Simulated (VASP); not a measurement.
# CO (P2_13) in VASP: notebook, part 2 of 2

VASP 6.6.1. The steps go on from the part before.

## 3. Single point, r2SCAN

POSCAR reads:

```
CO
1.0
    5.6300000000      0.0000000000      0.0000000000
    0.0000000000      5.6300000000      0.0000000000
    0.0000000000      0.0000000000      5.6300000000
C O
4 4
Direct
    0.9580000000      0.9580000000      0.9580000000
    0.5420000000      0.0420000000      0.4580000000
    0.4580000000      0.5420000000      0.0420000000
    0.0420000000      0.4580000000      0.5420000000
    0.0670000000      0.0670000000      0.0670000000
    0.4330000000      0.9330000000      0.5670000000
    0.5670000000      0.4330000000      0.9330000000
    0.9330000000      0.5670000000      0.4330000000
```

INCAR.step1 reads:

```
SYSTEM = CO
PREC = Accurate ; ENCUT = 520
ISMEAR = 1 ; SIGMA = 0.2125
LREAL = .FALSE. ; LASPH = .TRUE.
NELM = 100 ; NBANDS = 30
GGA = PE ; ALGO = Normal
EDIFF = 1E-4 ; LWAVE = .TRUE.
LCHARG = .FALSE.
```

INCAR.step2 reads:

```
SYSTEM = CO
PREC = Accurate ; ENCUT = 520
EDIFF = 1E-6 ; ISMEAR = 1
SIGMA = 0.2125 ; LREAL = .FALSE.
LASPH = .TRUE. ; NELM = 100
ALGO = Normal ; ISIF = 2
LWAVE = .FALSE. ; LCHARG = .FALSE.
METAGGA = R2SCAN ; LMIXTAU = .TRUE.
NBANDS = 30 ; ISTART = 1
```

KPOINTS reads:

```
Automatic mesh
0
G
  3 3 3
  0 0 0
```

Potentials or basis: VASP PAW PBE potentials, release 64 (C, O).

On the command line:

```console
> cat potpaw_PBE.64/C/POTCAR potpaw_PBE.64/O/POTCAR > POTCAR
> cp INCAR.step1 INCAR
> mpirun -np 1 vasp_std > vasp.out
> cp INCAR.step2 INCAR
> mpirun -np 1 vasp_std > vasp.out
```

OUTCAR:

```text
SYSTEM = CO
   PREC = Accurate
   ENCUT = 520
   EDIFF = 1E-6
   ISMEAR = 1
   LREAL = .FALSE.
   LASPH = .TRUE.
   NELM = 100
   ISIF = 2
   METAGGA = R2SCAN
   ISTART = 1

 ion  position               nearest neighbor table
   1  0.958  0.958  0.958-   5 1.06
   2  0.542  0.042  0.458-   6 1.06
   3  0.458  0.542  0.042-   7 1.06
   4  0.042  0.458  0.542-   8 1.06
   5  0.067  0.067  0.067-   1 1.06
   6  0.433  0.933  0.567-   2 1.06
   7  0.567  0.433  0.933-   3 1.06
   8  0.933  0.567  0.433-   4 1.06

[... 322 lines left out ...]
  Total       15.7444211     15.7444211     15.7444211     -0.0000000      0.0000000      0.0000000
  in kB      141.3552990    141.3552990    141.3552990     -0.0000000      0.0000000      0.0000000
  external PRESSURE =     141.3552990 kB  Pullay stress =       0.0000000 kB

 VOLUME and BASIS-vectors are now :
 -----------------------------------------------------------------------------
  energy-cutoff  :      520.00
  volume of cell :      178.45
      direct lattice vectors                 reciprocal lattice vectors
     5.630000000  0.000000000  0.000000000     0.177619893  0.000000000  0.000000000
     0.000000000  5.630000000  0.000000000     0.000000000  0.177619893  0.000000000
     0.000000000  0.000000000  5.630000000     0.000000000  0.000000000  0.177619893

 POSITION                                       TOTAL-FORCE (eV/Angst)
 -----------------------------------------------------------------------------------
      5.39354      5.39354      5.39354        -6.494821     -6.494821     -6.494821
      3.05146      0.23646      2.57854         6.494821      6.494821     -6.494821
      2.57854      3.05146      0.23646        -6.494821      6.494821      6.494821
      0.23646      2.57854      3.05146         6.494821     -6.494821      6.494821
      0.37721      0.37721      0.37721         6.504515      6.504515      6.504515
      2.43779      5.25279      3.19221        -6.504515     -6.504515      6.504515
      3.19221      2.43779      5.25279         6.504515     -6.504515     -6.504515
      5.25279      3.19221      2.43779        -6.504515      6.504515     -6.504515
 -----------------------------------------------------------------------------------
    total drift:                               -0.000000     -0.000000      0.000000

  FREE ENERGIE OF THE ION-ELECTRON SYSTEM (eV)
  ---------------------------------------------------
  free  energy   TOTEN  =       -64.5673179290 eV

  energy  without entropy=      -64.5983573963  energy(sigma->0) =      -64.57766442
```

OUTCAR.step1:

```text
SYSTEM = CO
   PREC = Accurate
   ENCUT = 520
   ISMEAR = 1
   LREAL = .FALSE.
   LASPH = .TRUE.
   NELM = 100
[... 355 lines left out ...]
      2.43779      5.25279      3.19221        -7.019423     -7.019423      7.019423
      3.19221      2.43779      5.25279         7.019423     -7.019423     -7.019423
      5.25279      3.19221      2.43779        -7.019423      7.019423     -7.019423
 -----------------------------------------------------------------------------------
    total drift:                               -0.000000     -0.000000      0.000000

  FREE ENERGIE OF THE ION-ELECTRON SYSTEM (eV)
  ---------------------------------------------------
  free  energy   TOTEN  =       -57.4426383971 eV

  energy  without entropy=      -57.4733293746  energy(sigma->0) =      -57.45286872
```

Run time: 99 s. Hardware: 1 thread of Intel Xeon 6975P-C, shared host; peak memory 0.27 GiB.

Results:

- Free energy: -64.5673 eV
- Pressure: 14.1 GPa
- Largest force: 11.266 eV/Å
- Band gap on the k mesh: 7.14 eV, direct

Forces on the atoms (eV/Å):
```
C   -6.495 -6.495 -6.495
C    6.495  6.495 -6.495
C   -6.495  6.495  6.495
C    6.495 -6.495  6.495
O    6.505  6.505  6.505
O   -6.505 -6.505  6.505
O    6.505 -6.505 -6.505
O   -6.505  6.505 -6.505
```

Caveat: the PAW data sets were made with another functional, which shifts forces and pressure a little. A k mesh can miss the band edges.

## 4. Single point, r2SCAN

POSCAR is that of step 3.

INCAR.step1 reads:

```
SYSTEM = CO
  ALGO = Normal
  EDIFF = 1E-4
  ENCUT = 520
  GGA = PE
  ISMEAR = 1
  ISYM = 0
  LASPH = .TRUE.
  LCHARG = .FALSE.
  LREAL = .FALSE.
  LWAVE = .TRUE.
  NBANDS = 30
  NELM = 60
  PREC = Accurate
  SIGMA = 0.2125
```

INCAR.step2 reads:

```
SYSTEM = CO
  ALGO = Normal
  EDIFF = 1E-6
  ENCUT = 520
  ISIF = 2
  ISMEAR = 1
  ISTART = 1
  ISYM = 0
  LASPH = .TRUE.
  LCHARG = .FALSE.
  LMIXTAU = .TRUE.
  LREAL = .FALSE.
  LWAVE = .FALSE.
  METAGGA = R2SCAN
  NBANDS = 30
  NELM = 60
  PREC = Accurate
  SIGMA = 0.2125
```

KPOINTS reads:

```
k-points
0
G
  3 3 3
  0 0 0
```

On the command line:

```console
> cat potpaw_PBE.64/C/POTCAR potpaw_PBE.64/O/POTCAR > POTCAR
> cp INCAR.step1 INCAR
> mpirun -np 1 vasp_std > vasp.out
> cp INCAR.step2 INCAR
> mpirun -np 1 vasp_std > vasp.out
```

Run time: 4 min. Hardware: 1 thread of Intel Xeon 6975P-C, shared host; peak memory 0.29 GiB.

Results (log left out):

* Free energy: -64.5673 eV
* Pressure: 14.1 GPa
* Largest force: 11.266 eV/Å
* Band gap on the k mesh: 7.14 eV, direct

Forces in eV/Å, atoms in the order of the input:
```
C   -6.495 -6.495 -6.495
C    6.495  6.495 -6.495
C   -6.495  6.495  6.495
C    6.495 -6.495  6.495
O    6.504  6.504  6.505
O   -6.505 -6.504  6.505
O    6.504 -6.504 -6.505
O   -6.505  6.504 -6.505
```

Levels at points of the mesh, in eV from the valence-band top:
| k point | band 16 | band 17 | band 18 | band 19 | band 20 | band 21 | band 22 | band 23 | band 24 | band 25 |
| --- | --- | --- | --- | --- | --- | --- | --- | --- | --- | --- |
| (0.00, 0.00, 0.00) | -3.62 | -1.17 | -0.06 | -0.06 | -0.06 | 7.35 | 7.35 | 7.35 | 8.22 | 8.22 |

Caveat: the PAW data sets were made with another functional, which shifts forces and pressure a little.

## 5. Single point, r2SCAN

POSCAR is that of step 4.

INCAR.step1 reads:

```
SYSTEM = CO
PREC     = Accurate       ! precision mode
ENCUT    = 520            ! plane-wave cutoff, eV
ISMEAR   = 0              ! smearing method
SIGMA    = 0.025          ! smearing width, eV
LREAL    = .FALSE.        ! projectors in reciprocal space
LASPH    = .TRUE.         ! aspherical terms in the spheres
NELM     = 100            ! most SCF steps
ISYM     = 0            
NBANDS   = 30             ! bands
GGA      = PE             ! functional
ALGO     = Normal         ! electronic algorithm
EDIFF    = 1E-4           ! SCF threshold, eV
LWAVE    = .TRUE.         ! write WAVECAR
LCHARG   = .FALSE.        ! write CHGCAR
```

INCAR.step2 reads:

```
SYSTEM = CO
PREC     = Accurate       ! precision mode
ENCUT    = 520            ! plane-wave cutoff, eV
EDIFF    = 1E-6           ! SCF threshold, eV
ISMEAR   = 0              ! smearing method
SIGMA    = 0.025          ! smearing width, eV
LREAL    = .FALSE.        ! projectors in reciprocal space
LASPH    = .TRUE.         ! aspherical terms in the spheres
NELM     = 100            ! most SCF steps
ALGO     = Normal         ! electronic algorithm
ISIF     = 2              ! what is computed and relaxed
LWAVE    = .FALSE.        ! write WAVECAR
LCHARG   = .FALSE.        ! write CHGCAR
METAGGA  = R2SCAN         ! meta-GGA
LMIXTAU  = .TRUE.       
ISYM     = 0            
NBANDS   = 30             ! bands
ISTART   = 1
```

KPOINTS reads:

```
regular mesh
0
G
  3 3 3
  0 0 0
```

On the command line:

```console
> cat potpaw_PBE.64/C/POTCAR potpaw_PBE.64/O/POTCAR > POTCAR
> cp INCAR.step1 INCAR
> mpirun -np 1 vasp_std > vasp.out
> cp INCAR.step2 INCAR
> mpirun -np 1 vasp_std > vasp.out
```

Run time: 4.3 min. Hardware: 1 thread of Intel Xeon 6975P-C, shared host; peak memory 0.29 GiB.

It converged, with:

| Property | Result |
| --- | --- |
| Free energy | -64.5854 eV |
| Pressure | 14.2 GPa |
| Largest force | 11.267 eV/Å |
| Band gap on the k mesh | 7.14 eV, direct |

Forces on the atoms (eV/Å):
```
C   -6.495 -6.495 -6.495
C    6.495  6.495 -6.495
C   -6.495  6.495  6.495
C    6.495 -6.495  6.495
O    6.505  6.505  6.505
O   -6.505 -6.505  6.505
O    6.505 -6.505 -6.505
O   -6.505  6.505 -6.505
```

Levels at points of the mesh, in eV from the valence-band top:
| k point | band 18 | band 19 | band 20 | band 21 | band 22 | band 23 |
| --- | --- | --- | --- | --- | --- | --- |
| (0.00, 0.00, 0.00) | -0.06 | -0.06 | -0.06 | 7.35 | 7.35 | 7.35 |

Caveat: the PAW data sets were made with another functional, which shifts forces and pressure a little.
